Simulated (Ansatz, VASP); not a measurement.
**Ga4SbAs3 in VASP and in Ansatz**

```
Ga Sb As
1.0
     5.86765    0.00000    0.00000
     0.00000    5.86765    0.00000
     0.00000    0.00000    5.86765
Ga Sb As
4 1 3
Direct
  0.24179 0.75821 0.75821
  0.24179 0.24179 0.24179
  0.75821 0.75821 0.24179
  0.75821 0.24179 0.75821
  0.50000 0.50000 0.50000
  0.00000 0.50000 0.00000
  0.00000 0.00000 0.50000
  0.50000 0.00000 0.00000
```

Alike in both runs: task relaxation of cell and atoms; functional PBE; k mesh 6 × 6 × 6; occupations gaussian, width 0.1 eV; no spin polarisation.

|  | VASP | Ansatz |
| --- | --- | --- |
| version | VASP 6.6.1 | Ansatz 0.2.0 |
| potentials or method | VASP PAW PBE potentials, release 64 (Ga_d, Sb, As), cutoff 600 eV | scalar-relativistic, plane waves, PAW |
| valence electrons in the cell | 72 | 112 |

|  | VASP | Ansatz | Ansatz less VASP |
| --- | --- | --- | --- |
| gap on the k mesh at the Fermi level, each at its own relaxed structure (eV) | none | none | - |
| relaxed volume (Å³/atom) | 25.32 | 25.25 | -0.070 |
| relaxed cell length with the largest relative difference (Å) | 5.873 | 5.868 | -0.0054 |

A gap of «none» marks a metal or a gap that the smearing closes. VASP's potentials hold 72 valence electrons a cell and Ansatz's 112, so a difference there can come from the potentials and not from the codes.

Neither program's run includes spin-orbit coupling.
